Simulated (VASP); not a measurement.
Sn, 2 atoms in the cell. It takes space group Fd-3m (No. 227, cubic). The conventional cell has a = 6.467 Å, b = 6.467 Å, c = 6.467 Å, α = 90.00°, β = 90.00°, γ = 90.00°. Sn (site symmetry -43m) has 4 Sn at 2.80 Å within 3.7 Å. 

| Item | Value |
| --- | --- |
| Program | VASP 6.6.1 |
| Task | single point |
| Functional | PBEsol |
| Potentials or basis | VASP PAW PBE potentials, release 64 (Sn_d) |
| Cutoff | 520 eV |
| k mesh | 8 × 8 × 8 |
| Occupations | methfessel-paxton, width 0.1 eV |
| Spin | no spin polarisation |
| Dipole correction | no |
| Further INCAR settings | ALGO = Normal; EDIFF = 1e-07; NBANDS = 21 |

Potentials or basis: VASP PAW PBE potentials, release 64 (Sn_d).

The run is started by

```console
$ cat potpaw_PBE.64/Sn_d/POTCAR > POTCAR
$ mpirun -np 1 vasp_std > vasp.out
```

Hardware: 1 thread of Intel Xeon 6975P-C, with other jobs on the host.

Problem. How long does it take, and how much memory?

Solution. Wall time 33 s on 1 thread of Intel Xeon 6975P-C, with other jobs on the host, peak memory 0.21 GiB. Counts: scf iterations 13, k points 29.
